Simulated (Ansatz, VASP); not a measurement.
# PbSe: VASP beside Ansatz

```
Pb Se
1.0
    -2.19829    2.19829    3.10931
     2.19829   -2.19829    3.10931
     2.19829    2.19829   -3.10931
Pb Se
1 1
Direct
  0.49762 0.49762 0.00000
  0.99698 0.99698 0.00000
```

Change from the starting cell: the structure that the rattled cell fell into.

Alike in both runs: task relaxation of cell and atoms; functional PBE; k mesh 12 × 12 × 12; occupations gaussian, width 0.02 eV; no spin polarisation.

```csv
,VASP,Ansatz
version,VASP 6.6.1,Ansatz 0.2.0
potentials or method,"VASP PAW PBE potentials, release 64 (Pb_d, Se), cutoff 600 eV","scalar-relativistic, plane waves, PAW"
valence electrons in the cell,20,30
```

VASP gave:

| Property | Result |
| --- | --- |
| gap on the k mesh at the Fermi level, each at its own relaxed structure (eV) | 0.44 |
| relaxed volume (Å³/atom) | 30.05 |
| relaxed cell length with the largest relative difference (Å) | 4.397 |

Q: Which values does Ansatz return?

A: gap on the k mesh at the Fermi level, each at its own relaxed structure (eV): 0.43; relaxed volume (Å³/atom): 30.05; relaxed cell length with the largest relative difference (Å): 4.397.

VASP's potentials hold 20 valence electrons a cell and Ansatz's 30, so a difference there can come from the potentials and not from the codes.

Spin-orbit coupling is off throughout. Noted on VASP's run: the relaxation stopped at its first step, so nothing moved.
